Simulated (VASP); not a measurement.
# BaTiO3 (P4/mmm) in VASP: notebook, part 2 of 3

VASP 6.6.1. Earlier steps stand in the parts before.

## (3) Electric field gradients, PBE (equal xx and yy strain of +2 %)

INCAR

```
PREC     = Accurate       # precision mode
ENCUT    = 520            # plane-wave cutoff, eV
EDIFF    = 1E-8           # SCF threshold, eV
ISMEAR   = -1             # smearing method
SIGMA    = 0.05           # smearing width, eV
LREAL    = False          # projectors in reciprocal space
LASPH    = True           # aspherical terms in the spheres
NELM     = 120            # most SCF steps
ALGO     = Normal         # electronic algorithm
ISIF     = 2              # what is computed and relaxed
LWAVE    = False          # write WAVECAR
LCHARG   = False          # write CHGCAR
GGA      = PE             # functional
LEFG     = True         
NBANDS   = 28             # bands
GGA_COMPAT= False
```

KPOINTS

```
regular mesh
0
Gamma
  8 8 8
```

POSCAR

```
BaTiO3
1.0
    4.0874460000      0.0000000000      0.0000000000
    0.0000000000      4.0874460000      0.0000000000
    0.0000000000      0.0000000000      4.0073000000
Ba Ti O
1 1 3
Direct
    0.5000000000      0.5000000000      0.5000000000
    0.0000000000      0.0000000000      0.0000000000
    0.5000000000      0.0000000000      0.0000000000
    0.0000000000      0.5000000000      0.0000000000
    0.0000000000      0.0000000000      0.5000000000
```

Potentials or basis: VASP PAW PBE potentials, release 64 (Ba_sv, Ti_sv, O).

On the command line:

```
$ cat potpaw_PBE.64/Ba_sv/POTCAR potpaw_PBE.64/Ti_sv/POTCAR potpaw_PBE.64/O/POTCAR > POTCAR
$ mpirun -np 1 vasp_std > vasp.out
```

OUTCAR:

```text
PREC = Accurate
   ENCUT = 520
   EDIFF = 1E-8
   ISMEAR = -1
   LREAL = False
   LASPH = True
   NELM = 120
   ISIF = 2
   GGA = PE

 ion  position               nearest neighbor table
   1  0.500  0.500  0.500-   3 2.86   4 2.86   3 2.86   4 2.86   3 2.86   3 2.86   4 2.86   4 2.86
                             5 2.89   5 2.89   5 2.89   5 2.89   2 3.52   2 3.52   2 3.52   2 3.52
   2  0.000  0.000  0.000-   5 2.00   5 2.00   3 2.04   4 2.04   4 2.04   3 2.04   1 3.52   1 3.52
                             1 3.52   1 3.52   1 3.52   1 3.52   1 3.52   1 3.52
   3  0.500  0.000  0.000-   2 2.04   2 2.04   1 2.86   1 2.86   1 2.86   1 2.86
   4  0.000  0.500  0.000-   2 2.04   2 2.04   1 2.86   1 2.86   1 2.86   1 2.86
   5  0.000  0.000  0.500-   2 2.00   2 2.00   1 2.89   1 2.89   1 2.89   1 2.89

  LATTYP: Found a simple tetragonal cell.
 ALAT       =     4.0874460000
 C/A-ratio  =     0.9803921569

  Lattice vectors:

 A1 = (   4.0874460000,   0.0000000000,   0.0000000000)
 A2 = (   0.0000000000,   4.0874460000,   0.0000000000)
 A3 = (   0.0000000000,   0.0000000000,   4.0073000000)

Analysis of symmetry for initial positions (statically):
=====================================================================
 Subroutine PRICEL returns:
 Original cell was already a primitive cell.

 Routine SETGRP: Setting up the symmetry group for a
 simple tetragonal supercell.

 Subroutine GETGRP returns: Found 16 space group operations
 (whereof 16 operations were pure point group operations)
 out of a pool of 16 trial point group operations.

The static configuration has the point symmetry D_4h.

Analysis of symmetry for dynamics (positions and initial velocities):
=====================================================================
 Subroutine PRICEL returns:
 Original cell was already a primitive cell.

 Routine SETGRP: Setting up the symmetry group for a
 simple tetragonal supercell.

 Subroutine GETGRP returns: Found 16 space group operations
 (whereof 16 operations were pure point group operations)
 out of a pool of 16 trial point group operations.

The dynamic configuration has the point symmetry D_4h.

 Subroutine INISYM returns: Found 16 space group operations
 (whereof 16 operations are pure point group operations),
 and found     1 'primitive' translations

----------------------------------------------------------------------------------------

                                     Primitive cell

  volume of cell :      66.9508

  direct lattice vectors                    reciprocal lattice vectors
     4.087446000  0.000000000  0.000000000     0.244651550  0.000000000  0.000000000
     0.000000000  4.087446000  0.000000000     0.000000000  0.244651550  0.000000000
     0.000000000  0.000000000  4.007300000     0.000000000  0.000000000  0.249544581

  length of vectors
     4.087446000  4.087446000  4.007300000     0.244651550  0.244651550  0.249544581

  position of ions in fractional coordinates (direct lattice)
     0.500000000  0.500000000  0.500000000
     0.000000000  0.000000000  0.000000000
[... 102 lines left out ...]
     AMIX     =   0.40;   BMIX     =  1.00
     AMIX_MAG =   1.60;   BMIX_MAG =  1.00
  volume/ion in A,a.u.               =      13.39        90.36
  Fermi-wavevector in a.u.,A,eV,Ry     =   1.378826  2.605604 25.866875  1.901162
  Thomas-Fermi vector in A             =   2.503852
   LORBIT       =      0    0 simple, 1 ext, 2 COOP (PROOUT), +10 PAW based schemes
   GGA     = PE    functional components
   LHFCALC =     F    Hartree Fock is set to
   AEXX    =    0.0000 exact exchange contribution
   IVDW    =     0    specifies the selected vdW correction
   LEPSILON=     F    determine dielectric tensor
   LRPA    =     F    only Hartree local field effects (RPA)
 non-spin polarized calculation
  energy-cutoff  :      520.00
  volume of cell :       66.95
 maximum number of plane-waves:      1823
   NGX = 15   NGY = 15   NGZ = 15

 number of electron      39.9999987 magnetization

 Free energy of the ion-electron system (eV)
  ---------------------------------------------------
  ext. energy  EPLUGINS =         0.00000000
  ---------------------------------------------------
  free energy    TOTEN  =       -39.96513661 eV

  energy without entropy =      -39.96513661  energy(sigma->0) =      -39.96513661

 E-fermi :   4.3525     XC(G=0): -11.0336

 val. band max:        3.5210563860   @ k =   0.5000   0.5000   0.5000
 cond. band min:       5.1427616849   @ k =   0.0000   0.0000   0.0000
 fundamental gap:      1.6217052988
 Fermi energy:         4.3524737661

 k-point     1 :       0.0000    0.0000    0.0000
  band No.  band energies     occupation
      1     -53.3079      2.00000
      2     -29.5001      2.00000
      3     -29.4962      2.00000
      4     -29.4962      2.00000
      5     -21.4143      2.00000
      6     -13.2974      2.00000
[... 733 lines left out ...]
     27      11.1836      0.00000
     28      12.0977      0.00000

 [... further k-points ...]

------------------------ aborting loop because EDIFF is reached ----------------------------------------

  FORCE on cell =-STRESS in cart. coord.  units (eV):
  Direction    XX          YY          ZZ          XY          YZ          ZX
  --------------------------------------------------------------------------------------
  -------------------------------------------------------------------------------------
  Total       -1.7277958     -1.7277958     -0.3677704      0.0000000     -0.0000000      0.0000000
  in kB      -41.3472942    -41.3472942     -8.8009876      0.0000000     -0.0000000      0.0000000
  external PRESSURE =     -30.4985253 kB  Pullay stress =       0.0000000 kB

 VOLUME and BASIS-vectors are now :
 -----------------------------------------------------------------------------
  energy-cutoff  :      520.00
  volume of cell :       66.95
      direct lattice vectors                 reciprocal lattice vectors
     4.087446000  0.000000000  0.000000000     0.244651550  0.000000000  0.000000000
     0.000000000  4.087446000  0.000000000     0.000000000  0.244651550  0.000000000
     0.000000000  0.000000000  4.007300000     0.000000000  0.000000000  0.249544581

 POSITION                                       TOTAL-FORCE (eV/Angst)
 -----------------------------------------------------------------------------------
      2.04372      2.04372      2.00365         0.000000      0.000000      0.000000
      0.00000      0.00000      0.00000         0.000000      0.000000      0.000000
      2.04372      0.00000      0.00000         0.000000      0.000000      0.000000
      0.00000      2.04372      0.00000         0.000000      0.000000      0.000000
      0.00000      0.00000      2.00365         0.000000      0.000000      0.000000
 -----------------------------------------------------------------------------------
    total drift:                                0.000000     -0.000000      0.000000

  FREE ENERGIE OF THE ION-ELECTRON SYSTEM (eV)
  ---------------------------------------------------
  free  energy   TOTEN  =       -39.9651366128 eV

  energy  without entropy=      -39.9651366068  energy(sigma->0) =      -39.96513661

 Electric field gradients (V/A^2)
---------------------------------------------------------------------
 ion       V_xx      V_yy      V_zz      V_xy      V_xz      V_yz
---------------------------------------------------------------------
   1       1.072     1.072    -2.145     0.000    -0.000     0.000
   2       8.175     8.175   -16.351    -0.000    -0.000     0.000
   3      31.523   -12.537   -18.986     0.000     0.000    -0.000
   4     -12.537    31.523   -18.986     0.000     0.000     0.000
   5     -11.303   -11.303    22.606    -0.000    -0.000     0.000
---------------------------------------------------------------------

 Electric field gradients after diagonalization (V/A^2)
 (convention: |V_zz| > |V_xx| > |V_yy|)
----------------------------------------------------------------------
 ion       V_xx      V_yy      V_zz     asymmetry (V_yy - V_xx)/ V_zz
----------------------------------------------------------------------
   1       1.072     1.072    -2.145       0.000
   2       8.175     8.175   -16.351       0.000
   3     -18.986   -12.537    31.523       0.205
   4     -18.986   -12.537    31.523       0.205
   5     -11.303   -11.303    22.606       0.000
----------------------------------------------------------------------

           NMR quadrupolar parameters

 Cq : quadrupolar parameter    Cq=e*Q*V_zz/h
 eta: asymmetry parameters     (V_yy - V_xx)/ V_zz
 Q  : nuclear electric quadrupole moment in mb (millibarn)
----------------------------------------------------------------------
 ion       Cq(MHz)       eta       Q (mb)
----------------------------------------------------------------------
   1      -0.005       0.000       1.000
   2      -0.040       0.000       1.000
   3       0.076       0.205       1.000
   4       0.076       0.205       1.000
   5       0.055       0.000       1.000
----------------------------------------------------------------------
```

Run time: 3.7 min. Hardware: 1 thread of Intel Xeon 8259CL, shared host; peak memory 0.27 GiB.

What came out:

```
Free energy                             : -39.9651 eV
Pressure                                : -3.0 GPa
Band gap on the k mesh                  : 1.62 eV (least direct gap 1.81 eV)
Largest electric field gradient by atom : Ba -2.1; Ti -16.4; O +31.5, +22.6 (each value once) V/Å²
```

Levels at points of the mesh, in eV from the valence-band top:
| k point | band 18 | band 19 | band 20 | band 21 | band 22 | band 23 |
| --- | --- | --- | --- | --- | --- | --- |
| (0.00, 0.00, 0.00) | -0.20 | -0.20 | -0.18 | 1.62 | 1.66 | 1.66 |
| (0.50, 0.00, 0.00) | -1.71 | -0.73 | -0.71 | 1.79 | 3.20 | 3.21 |
| (0.50, 0.50, 0.00) | -1.01 | -1.01 | -0.14 | 3.22 | 3.22 | 3.59 |
| (0.00, 0.00, 0.50) | -1.81 | -0.74 | -0.74 | 1.78 | 3.37 | 3.37 |
| (0.50, 0.00, 0.50) | -0.86 | -0.85 | -0.09 | 3.21 | 3.37 | 3.70 |
| (0.50, 0.50, 0.50) | -0.04 | 0.00 | 0.00 | 3.82 | 3.92 | 3.92 |

Electric field gradients, principal values (V/Å²):
```
atom    least   middle  greatest (by size)
1 Ba    1.072    1.072              -2.145
2 Ti    8.175    8.175             -16.351
 3 O  -12.537  -18.986              31.523
 4 O  -12.537  -18.986              31.523
 5 O  -11.303  -11.303              22.606
```

Caveat: the cell differs from its parent crystal (equal xx and yy strain of +2 %); the cell stands under tension; without QUAD_EFG the Cq values of the log hold for a quadrupole moment of 1 mb, not for the nuclei; spin-orbit coupling is left out, which moves the levels of the heavy elements. A k mesh can miss the band edges.

(Part 2 of 3 ends here.)
